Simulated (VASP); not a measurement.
The system is Au.

```
Au
1.0
     2.74841    0.00000    0.00000
     0.00000    2.74841    0.00000
     0.00000    0.00000    2.74841
Au
1
Direct
  0.50000 0.50000 0.50000
```

This isn't the form of Au at room conditions, which is fcc.

| Property | Result |
| --- | --- |
| Program | VASP 6.6.1 |
| Task | relaxation of cell and atoms |
| Functional | PBEsol-based global hybrid with 25 % exact exchange |
| Potentials or basis | VASP PAW PBE potentials, release 64 (Au) |
| Cutoff | 600 eV |
| k mesh | 5 × 5 × 5 |
| Occupations | fermi-dirac, width 0.05 eV |
| Spin | no spin polarisation |

At the start: pressure -5.8 GPa; volume 20.76 Å³/atom.

Question: How do energy, volume and symmetry change on relaxing?

Answer: Over 4 steps the energy falls by 20.3 meV/atom and the volume is 19.69 Å³/atom (-5.1 %); space group Pm-3m (No. 221, to 0.1 Å) before and after.

The path:
| step | energy change (eV) | largest force (eV/Å) | pressure (GPa) | volume (Å³) |
| --- | --- | --- | --- | --- |
| 1 | 0.0000 | 0.0000 | -5.78 | 20.76 |
| 2 | 0.0084 | 0.0000 | 8.83 | 18.59 |
| 3 | -0.0203 | 0.0000 | -0.08 | 19.71 |
| 4 | -0.0203 | 0.0000 | 0.07 | 19.69 |

Final structure:
```
CELL_PARAMETERS angstrom
2.70045 0.00000 0.00000
0.00000 2.70045 0.00000
0.00000 0.00000 2.70045
ATOMIC_POSITIONS crystal
Au 0.50000 0.50000 0.50000
```

Caveat: the k points lie up to 0.47 Å⁻¹ apart in the final cell, too coarse for converged energies and pressures of a metal; the PAW data sets were made with another functional, which shifts forces and pressure a little.
